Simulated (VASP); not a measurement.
The system is PbO.

```
Pb O
1.0
     3.97440    0.00000    0.00000
     0.00000    3.97440    0.00000
     0.00000    0.00000    5.02200
Pb O
2 2
Direct
  0.00000 0.50000 0.23510
  0.50000 0.00000 0.76490
  0.00000 0.00000 0.00000
  0.50000 0.50000 0.00000
```

```yaml
Program: VASP 6.6.1
Task: relaxation of cell and atoms
Functional: PBE
Dispersion: D3(BJ)
Potentials_or_basis: VASP PAW PBE potentials, release 64 (Pb_d, O)
Cutoff: 600 eV
k_mesh: 8 × 8 × 6
Occupations: gaussian, width 0.02 eV
Spin: no spin polarisation
```

At the start: pressure 3.0 GPa; volume 19.83 Å³/atom.

Q: How do energy, volume and symmetry change on relaxing?

A: Over 13 steps the energy falls by 7.1 meV/atom and the volume is 20.21 Å³/atom (+1.9 %); space group P4/nmm (No. 129, to 0.1 Å) before and after.

Step by step:
```tsv
step	energy change (eV)	largest force (eV/Å)	pressure (GPa)	volume (Å³)
1	0.0000	0.5071	2.98	79.33
2	-0.0027	0.5425	-2.46	83.63
3	-0.0261	0.0515	0.03	81.49
4	-0.0261	0.0426	0.06	81.44
5	-0.0270	0.0117	0.05	81.53
6	-0.0277	0.0396	-0.01	81.70
7	-0.0279	0.0110	-0.14	81.70
8	-0.0279	0.0058	-0.21	81.70
9	-0.0280	0.0050	-0.19	81.65
10	-0.0281	0.0034	-0.17	81.49
11	-0.0284	0.0001	-0.07	81.18
12	-0.0285	0.0061	0.12	80.54
13	-0.0285	0.0042	0.02	80.84
```

Final structure:
```
Pb O
1.0
     4.03479    0.00000    0.00000
     0.00000    4.03479    0.00000
     0.00000    0.00000    4.96604
Pb O
2 2
Direct
  0.00000 0.50000 0.23926
  0.50000 0.00000 0.76074
  0.00000 0.00000 0.00000
  0.50000 0.50000 0.00000
```
